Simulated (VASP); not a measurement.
# TiO2 (P4_2/mnm) in VASP: notebook

The runs below take TiO2 through single point, with r2SCAN+U.

All numbers are computed with VASP 6.6.1; they aren't measurements. Logs are shortened: lines on timing, memory, paths and dates and some standing lists are left out, and cuts for length are marked.

## Step 1: The cell of the first run

It takes space group P4_2/mnm (No. 136, tetragonal). Conventional cell: a = 4.804 Å, b = 4.804 Å, c = 2.923 Å, α = 90.00°, β = 90.00°, γ = 90.00°. Ti (site symmetry mmm) has 6 O at 1.96 to 2.10 Å within 2.6 Å. O (site symmetry m2m) has 3 Ti at 1.96 to 2.10 Å and 1 O at 2.60 Å within 2.7 Å.

## Step 2: Single point, r2SCAN+U (biaxial strain in the a-b plane: +4.5 %, then relaxed in part)

POSCAR

```
TiO2
1.0
    4.8042153511      0.0000000000      0.0000000000
    0.0000000000      4.8042153511      0.0000000000
    0.0000000000      0.0000000000      2.9229633389
Ti O
2 4
Direct
    0.5000000000      0.5000000000      0.0000000000
    0.0000000000      0.0000000000      0.5000000000
    0.6915761142      0.6915761142      0.5000000000
    0.8084238858      0.1915761142      0.0000000000
    0.1915761142      0.8084238858      0.0000000000
    0.3084238858      0.3084238858      0.5000000000
```

INCAR.step1

```
  PREC = Accurate
  ENCUT = 520
  ISMEAR = 0
  SIGMA = 0.02
  LREAL = F
  LASPH = T
  NELM = 150
  LMAXMIX = 4
  LDAU = T
  LDAUTYPE = 2
  LDAUL = 2 -1
  LDAUU = 4 0
  LDAUJ = 0 0
  NBANDS = 33
  GGA = PE
  ALGO = Normal
  EDIFF = 1E-4
  LWAVE = T
  LCHARG = F
```

INCAR.step2

```
  PREC = Accurate
  ENCUT = 520
  EDIFF = 1E-6
  ISMEAR = 0
  SIGMA = 0.02
  LREAL = F
  LASPH = T
  NELM = 150
  ALGO = Normal
  ISIF = 2
  LWAVE = F
  LCHARG = T
  LMAXMIX = 4
  LDAU = T
  LDAUTYPE = 2
  LDAUL = 2 -1
  LDAUU = 4 0
  LDAUJ = 0 0
  LDAUPRINT = 1
  METAGGA = R2SCAN
  LMIXTAU = T
  LELF = T
  LVHAR = T
  NBANDS = 33
  ISTART = 1
```

KPOINTS

```
Automatic mesh
0
Gamma
  6 6 8
```

Potentials or basis: VASP PAW PBE potentials, release 64 (Ti_sv, O).

On the command line:

```sh
$ cat potpaw_PBE.64/Ti_sv/POTCAR potpaw_PBE.64/O/POTCAR > POTCAR
$ cp INCAR.step1 INCAR
$ mpirun -np 1 vasp_std > vasp.out
$ cp INCAR.step2 INCAR
$ mpirun -np 1 vasp_std > vasp.out
```

OUTCAR:

```text
PREC = Accurate
   ENCUT = 520
   EDIFF = 1E-6
   ISMEAR = 0
   LREAL = F
   LASPH = T
   NELM = 150
   ISIF = 2
   METAGGA = R2SCAN
   ISTART = 1

 ion  position               nearest neighbor table
   1  0.500  0.500  0.000-   3 1.96   6 1.96   3 1.96   6 1.96   5 2.10   4 2.10
   2  0.000  0.000  0.500-   4 1.96   5 1.96   4 1.96   5 1.96   3 2.10   6 2.10
   3  0.692  0.692  0.500-   1 1.96   1 1.96   2 2.10
   4  0.808  0.192  0.000-   2 1.96   2 1.96   1 2.10
   5  0.192  0.808  0.000-   2 1.96   2 1.96   1 2.10
   6  0.308  0.308  0.500-   1 1.96   1 1.96   2 2.10

  LATTYP: Found a simple tetragonal cell.
 ALAT       =     4.8042153511
 C/A-ratio  =     0.6084163855

  Lattice vectors:

 A1 = (   4.8042153511,   0.0000000000,   0.0000000000)
 A2 = (   0.0000000000,   4.8042153511,   0.0000000000)
 A3 = (   0.0000000000,   0.0000000000,   2.9229633389)

Analysis of symmetry for initial positions (statically):
=====================================================================
 Subroutine PRICEL returns:
 Original cell was already a primitive cell.

 Routine SETGRP: Setting up the symmetry group for a
 simple tetragonal supercell.

 Subroutine GETGRP returns: Found 16 space group operations
 (whereof  8 operations were pure point group operations)
 out of a pool of 16 trial point group operations.

The static configuration has the point symmetry D_2h.
 The point group associated with its full space group is D_4h.

Analysis of symmetry for dynamics (positions and initial velocities):
=====================================================================
 Subroutine PRICEL returns:
 Original cell was already a primitive cell.

 Routine SETGRP: Setting up the symmetry group for a
 simple tetragonal supercell.

 Subroutine GETGRP returns: Found 16 space group operations
 (whereof  8 operations were pure point group operations)
 out of a pool of 16 trial point group operations.

The dynamic configuration has the point symmetry D_2h.
 The point group associated with its full space group is D_4h.

 Subroutine INISYM returns: Found 16 space group operations
[... 188 lines left out ...]
  0.0000  0.1838  0.0000 -0.0927  0.0000
 -0.0592  0.0000  0.1187  0.0000  0.0000
  0.0000 -0.0927  0.0000  0.1838  0.0000
  0.0000  0.0000  0.0000  0.0000  0.0845

spin component  2

  0.1708  0.0000 -0.0592  0.0000  0.0000
  0.0000  0.1838  0.0000 -0.0927  0.0000
 -0.0592  0.0000  0.1187  0.0000  0.0000
  0.0000 -0.0927  0.0000  0.1838  0.0000
  0.0000  0.0000  0.0000  0.0000  0.0845

 occupancies and eigenvectors

  o =  0.0801  v =  0.5462 -0.0000  0.8377 -0.0000 -0.0000  0.0000  0.0000  0.0000  0.0000  0.0000      0.0000  0.0000  0.0000  0.0000  0.0000  0.0000  0.0000  0.0000  0.0000  0.0000
  o =  0.0801  v =  0.0000  0.0000  0.0000  0.0000  0.0000  0.5462 -0.0000  0.8377 -0.0000 -0.0000      0.0000  0.0000  0.0000  0.0000  0.0000  0.0000  0.0000  0.0000  0.0000  0.0000
  o =  0.0845  v = -0.0000 -0.0000 -0.0000 -0.0000 -1.0000  0.0000  0.0000  0.0000  0.0000  0.0000      0.0000  0.0000  0.0000  0.0000  0.0000  0.0000  0.0000  0.0000  0.0000  0.0000
  o =  0.0845  v =  0.0000  0.0000  0.0000  0.0000  0.0000 -0.0000 -0.0000 -0.0000 -0.0000 -1.0000      0.0000  0.0000  0.0000  0.0000  0.0000  0.0000  0.0000  0.0000  0.0000  0.0000
  o =  0.0911  v =  0.0000  0.7071  0.0000  0.7071 -0.0000  0.0000  0.0000  0.0000  0.0000  0.0000      0.0000  0.0000  0.0000  0.0000  0.0000  0.0000  0.0000  0.0000  0.0000  0.0000
  o =  0.0911  v =  0.0000  0.0000  0.0000  0.0000  0.0000  0.0000  0.7071  0.0000  0.7071 -0.0000      0.0000  0.0000  0.0000  0.0000  0.0000  0.0000  0.0000  0.0000  0.0000  0.0000
  o =  0.2094  v =  0.8377 -0.0000 -0.5462  0.0000 -0.0000  0.0000  0.0000  0.0000  0.0000  0.0000      0.0000  0.0000  0.0000  0.0000  0.0000  0.0000  0.0000  0.0000  0.0000  0.0000
  o =  0.2094  v =  0.0000  0.0000  0.0000  0.0000  0.0000  0.8377 -0.0000 -0.5462  0.0000 -0.0000      0.0000  0.0000  0.0000  0.0000  0.0000  0.0000  0.0000  0.0000  0.0000  0.0000
  o =  0.2766  v =  0.0000  0.0000  0.0000  0.0000  0.0000  0.0000 -0.7071  0.0000  0.7071  0.0000      0.0000  0.0000  0.0000  0.0000  0.0000  0.0000  0.0000  0.0000  0.0000  0.0000
  o =  0.2766  v =  0.0000 -0.7071  0.0000  0.7071  0.0000  0.0000  0.0000  0.0000  0.0000  0.0000      0.0000  0.0000  0.0000  0.0000  0.0000  0.0000  0.0000  0.0000  0.0000  0.0000

 number of electron      47.9999986 magnetization

 Free energy of the ion-electron system (eV)
  ---------------------------------------------------
  ext. energy  EPLUGINS =         0.00000000
  ---------------------------------------------------
  free energy    TOTEN  =       -64.52412258 eV

  energy without entropy =      -64.52412258  energy(sigma->0) =      -64.52412258

 E-fermi :   3.8857     XC(G=0): -11.6942

 val. band max:        3.7847859404   @ k =   0.0000   0.0000   0.0000
 cond. band min:       6.5836549671   @ k =   0.5000   0.5000   0.0000
 fundamental gap:      2.7988690266
 Fermi energy:         3.8856665933

 k-point     1 :       0.0000    0.0000    0.0000
  band No.  band energies     occupation
      1     -56.3674      2.00000
      2     -56.3578      2.00000
      3     -31.5120      2.00000
      4     -31.5120      2.00000
      5     -31.4050      2.00000
      6     -31.4050      2.00000
[... 853 lines left out ...]
     32       8.9372      0.00000
     33      10.4656      0.00000

 [... further k-points ...]
[... 5 lines left out ...]
  --------------------------------------------------------------------------------------
  -------------------------------------------------------------------------------------
  Total       -4.5040006     -4.5040006      2.2573758     -0.0000000      0.0000000      0.0000000
  in kB     -106.9647595   -106.9647595     53.6100422     -0.0000000      0.0000000      0.0000000
  external PRESSURE =     -53.4398256 kB  Pullay stress =       0.0000000 kB

 VOLUME and BASIS-vectors are now :
 -----------------------------------------------------------------------------
  energy-cutoff  :      520.00
  volume of cell :       67.46
      direct lattice vectors                 reciprocal lattice vectors
     4.804215351  0.000000000  0.000000000     0.208150536  0.000000000  0.000000000
     0.000000000  4.804215351  0.000000000     0.000000000  0.208150536  0.000000000
     0.000000000  0.000000000  2.922963339     0.000000000  0.000000000  0.342118557

 POSITION                                       TOTAL-FORCE (eV/Angst)
 -----------------------------------------------------------------------------------
      2.40211      2.40211      0.00000        -0.000000     -0.000000      0.000000
      0.00000      0.00000      1.46148        -0.000000     -0.000000      0.000000
      3.32248      3.32248      1.46148         0.187513      0.187513      0.000000
      3.88384      0.92037      0.00000        -0.187513      0.187513      0.000000
      0.92037      3.88384      0.00000         0.187513     -0.187513      0.000000
      1.48173      1.48173      1.46148        -0.187513     -0.187513      0.000000
 -----------------------------------------------------------------------------------
    total drift:                                0.000000      0.000000      0.000000

  FREE ENERGIE OF THE ION-ELECTRON SYSTEM (eV)
  ---------------------------------------------------
  free  energy   TOTEN  =       -64.5241225814 eV

  energy  without entropy=      -64.5241225814  energy(sigma->0) =      -64.52412258
```

Run time: 7.2 min. Hardware: 1 thread of Intel Xeon 8259CL, shared host; peak memory 0.23 GiB.

Results:

- Free energy: -64.5241 eV
- Pressure: -5.3 GPa
- Largest force: 0.265 eV/Å
- Band gap on the k mesh: 2.80 eV (least direct gap 2.82 eV)

Forces on the atoms (eV/Å):
```
Ti   0.000  0.000  0.000
Ti   0.000  0.000  0.000
O    0.188  0.188  0.000
O   -0.188  0.188  0.000
O    0.188 -0.188  0.000
O   -0.188 -0.188  0.000
```

Stress tensor (GPa, compression positive):
```
-10.70   0.00   0.00
  0.00 -10.70   0.00
  0.00   0.00   5.36
```

Eigenvalues of the final occupation matrices:
| site | spin | trace | eigenvalues |
| --- | --- | --- | --- |
| site 1 d | 1 | 0.74 | 0.08 0.08 0.09 0.21 0.28 |
| site 1 d | 2 | 0.74 | 0.08 0.08 0.09 0.21 0.28 |
| site 2 d | 1 | 0.74 | 0.08 0.08 0.09 0.21 0.28 |
| site 2 d | 2 | 0.74 | 0.08 0.08 0.09 0.21 0.28 |

Caveat: the cell differs from its parent crystal (biaxial strain in the a-b plane: +4.5 %, then relaxed in part); the cell stands under tension; the PAW data sets were made with another functional, which shifts forces and pressure a little.

## Step 3: Single point, r2SCAN+U (biaxial strain in the a-b plane: -1.5 %, then relaxed in part)

POSCAR

```
TiO2
1.0
    4.5283752352      0.0000000000      0.0000000000
    0.0000000000      4.5283752352      0.0000000000
    0.0000000000      0.0000000000      3.0239301792
Ti O
2 4
Direct
    0.5000000000      0.5000000000      0.0000000000
    0.0000000000      0.0000000000      0.5000000000
    0.6951017766      0.6951017766      0.5000000000
    0.8048982234      0.1951017766      0.0000000000
    0.1951017766      0.8048982234      0.0000000000
    0.3048982234      0.3048982234      0.5000000000
```

INCAR.step1

```
ALGO = Normal
EDIFF = 1E-4
ENCUT = 520
GGA = PE
ISMEAR = 0
LASPH = T
LCHARG = F
LDAU = T
LDAUJ = 0 0
LDAUL = 2 -1
LDAUTYPE = 2
LDAUU = 4 0
LMAXMIX = 4
LREAL = F
LWAVE = T
NBANDS = 33
NELM = 150
PREC = Accurate
SIGMA = 0.02
```

INCAR.step2

```
ALGO = Normal
EDIFF = 1E-7
ENCUT = 520
ISIF = 2
ISMEAR = 0
ISTART = 1
LASPH = T
LCHARG = F
LDAU = T
LDAUJ = 0 0
LDAUL = 2 -1
LDAUPRINT = 1
LDAUTYPE = 2
LDAUU = 4 0
LMAXMIX = 4
LMIXTAU = T
LREAL = F
LWAVE = F
METAGGA = R2SCAN
NBANDS = 33
NELM = 150
PREC = Accurate
SIGMA = 0.02
```

KPOINTS

```
k-points
0
Gamma
  6 6 8
```

Potentials or basis: VASP PAW PBE potentials, release 64 (Ti_sv, O).

On the command line:

```sh
$ cat potpaw_PBE.64/Ti_sv/POTCAR potpaw_PBE.64/O/POTCAR > POTCAR
$ cp INCAR.step1 INCAR
$ mpirun -np 1 vasp_std > vasp.out
$ cp INCAR.step2 INCAR
$ mpirun -np 1 vasp_std > vasp.out
```

Wall time 5.2 min (1 thread of AMD EPYC 7R13 (Zen 3), shared host); peak memory 0.2 GiB.

It converged, with:

* Free energy: -64.6520 eV
* Pressure: 9.1 GPa
* Largest force: 0.102 eV/Å
* Band gap on the k mesh: 2.82 eV

Forces on the atoms (eV/Å):
```
Ti   0.000  0.000  0.000
Ti   0.000  0.000  0.000
O    0.072  0.072  0.000
O   -0.072  0.072  0.000
O    0.072 -0.072  0.000
O   -0.072 -0.072  0.000
```

Stress tensor (GPa, compression positive):
```
10.94  0.00  0.00
 0.00 10.94  0.00
 0.00  0.00  5.57
```

Levels at points of the mesh, in eV from the valence-band top:
| k point | band 20 | band 21 | band 22 | band 23 | band 24 | band 25 | band 26 | band 27 | band 28 | band 29 |
| --- | --- | --- | --- | --- | --- | --- | --- | --- | --- | --- |
| (0.00, 0.00, 0.00) | -2.48 | -0.97 | -0.53 | -0.53 | 0.00 | 2.82 | 3.13 | 3.32 | 3.38 | 3.38 |
| (0.50, 0.00, 0.00) | -3.21 | -1.97 | -1.97 | -0.82 | -0.82 | 3.48 | 3.48 | 3.99 | 3.99 | 4.41 |
| (0.50, 0.50, 0.00) | -2.06 | -1.68 | -1.68 | -1.18 | -1.18 | 2.84 | 2.84 | 3.40 | 3.40 | 4.64 |
| (0.00, 0.00, 0.50) | -2.76 | -2.54 | -2.54 | -1.51 | -1.51 | 3.93 | 3.93 | 3.97 | 3.97 | 4.59 |
| (0.50, 0.00, 0.50) | -2.68 | -2.05 | -2.05 | -1.17 | -1.17 | 2.88 | 2.88 | 4.05 | 4.05 | 4.77 |
| (0.50, 0.50, 0.50) | -2.73 | -1.33 | -1.33 | -0.74 | -0.74 | 3.53 | 3.53 | 4.07 | 4.07 | 4.16 |

Eigenvalues of the final occupation matrices:
| site | spin | trace | eigenvalues |
| --- | --- | --- | --- |
| site 1 d | 1 | 0.76 | 0.07 0.09 0.09 0.25 0.26 |
| site 1 d | 2 | 0.76 | 0.07 0.09 0.09 0.25 0.26 |
| site 2 d | 1 | 0.76 | 0.07 0.09 0.09 0.25 0.26 |
| site 2 d | 2 | 0.76 | 0.07 0.09 0.09 0.25 0.26 |

Caveat: the cell differs from its parent crystal (biaxial strain in the a-b plane: -1.5 %, then relaxed in part); the cell stands under pressure; the PAW data sets were made with another functional, which shifts forces and pressure a little. A k mesh can miss the band edges.

## Step 4: Single point, r2SCAN+U

This run uses another cell than the first one, of 10.54 Å³/atom.

POSCAR

```
TiO2
1.0
    4.5973352642      0.0000000000      0.0000000000
    0.0000000000      4.5973352642      0.0000000000
    0.0000000000      0.0000000000      2.9931755281
Ti O
2 4
Direct
    0.5000000000      0.5000000000      0.0000000000
    0.0000000000      0.0000000000      0.5000000000
    0.6948338994      0.6948338994      0.5000000000
    0.8051661006      0.1948338994      0.0000000000
    0.1948338994      0.8051661006      0.0000000000
    0.3051661006      0.3051661006      0.5000000000
```

INCAR.step1

```
PREC = Accurate
ENCUT = 520
ISMEAR = 0
SIGMA = 0.02
LREAL = False
LASPH = True
NELM = 150
LMAXMIX = 4
LDAU = True
LDAUTYPE = 2
LDAUL = 2 -1
LDAUU = 4 0
LDAUJ = 0 0
NBANDS = 33
GGA = PE
ALGO = Normal
EDIFF = 1E-4
LWAVE = True
LCHARG = False
```

INCAR.step2

```
PREC = Accurate
ENCUT = 520
EDIFF = 1E-6
ISMEAR = 0
SIGMA = 0.02
LREAL = False
LASPH = True
NELM = 150
ALGO = Normal
ISIF = 2
LWAVE = False
LCHARG = False
LMAXMIX = 4
LDAU = True
LDAUTYPE = 2
LDAUL = 2 -1
LDAUU = 4 0
LDAUJ = 0 0
LDAUPRINT = 1
METAGGA = R2SCAN
LMIXTAU = True
NBANDS = 33
ISTART = 1
```

KPOINTS

```
regular mesh
0
Gamma
  6 6 8
```

On the command line:

```sh
$ cat potpaw_PBE.64/Ti_sv/POTCAR potpaw_PBE.64/O/POTCAR > POTCAR
$ cp INCAR.step1 INCAR
$ mpirun -np 1 vasp_std > vasp.out
$ cp INCAR.step2 INCAR
$ mpirun -np 1 vasp_std > vasp.out
```

Run time: 5.2 min. Hardware: 1 thread of AMD EPYC 7R13 (Zen 3), shared host; peak memory 0.2 GiB.

Results (log left out):

* Free energy: -64.7218 eV
* Pressure: 4.8 GPa
* Largest force: 0.146 eV/Å
* Band gap on the k mesh: 2.78 eV

Forces in eV/Å, atoms in the order of the input:
```
Ti   0.000  0.000  0.000
Ti   0.000  0.000  0.000
O    0.103  0.103  0.000
O   -0.103  0.103  0.000
O    0.103 -0.103  0.000
O   -0.103 -0.103  0.000
```

Stress tensor (GPa, compression positive):
```
4.46 0.00 0.00
0.00 4.46 0.00
0.00 0.00 5.52
```

Levels at points of the mesh, in eV from the valence-band top:
```
           k point  band 22  band 23  band 24  band 25  band 26  band 27
(0.00, 0.00, 0.00)    -0.54    -0.54     0.00     2.78     3.04     3.34
(0.50, 0.00, 0.00)    -1.81    -0.80    -0.80     3.41     3.41     3.93
(0.50, 0.50, 0.00)    -1.56    -1.20    -1.20     2.78     2.78     3.41
(0.00, 0.00, 0.50)    -2.37    -1.52    -1.52     3.84     3.84     4.06
(0.50, 0.00, 0.50)    -2.01    -1.13    -1.13     2.85     2.85     4.12
(0.50, 0.50, 0.50)    -1.27    -0.76    -0.76     3.48     3.48     4.08
```

Eigenvalues of the final occupation matrices:
```
    site  spin  trace               eigenvalues
site 1 d     1   0.76  0.07 0.09 0.09 0.24 0.27
site 1 d     2   0.76  0.07 0.09 0.09 0.24 0.27
site 2 d     1   0.76  0.07 0.09 0.09 0.24 0.27
site 2 d     2   0.76  0.07 0.09 0.09 0.24 0.27
```

Caveat: the cell stands under pressure; the PAW data sets were made with another functional, which shifts forces and pressure a little. A k mesh can miss the band edges.

## Step 5: Overview

```csv
cell,gap on the mesh (eV),pressure (GPa),largest force (eV/Å)
"a = 4.804, b = 4.804, c = 2.923 Å, 6 atoms, atomic positions A",2.80,-5.3,0.27
"a = 4.528, b = 4.528, c = 3.024 Å, 6 atoms, atomic positions B",2.82,9.1,0.10
"a = 4.597, b = 4.597, c = 2.993 Å, 6 atoms, atomic positions B",2.78,4.8,0.15
```

Alike in all rows: task single point; level r2SCAN+U; potentials or basis VASP PAW PBE potentials, release 64 (Ti_sv, O); no spin polarisation; Ti d U = 4.0 eV; k mesh 6 × 6 × 8; cutoff (eV) 520; smearing gaussian 0.02 eV.

Caveats: the PAW data sets were made with another functional, which shifts forces and pressure a little; the cell stands under pressure (at least some runs); the cell stands under tension (at least some runs).

Absolute energies hang on the potentials; compare differences alone.
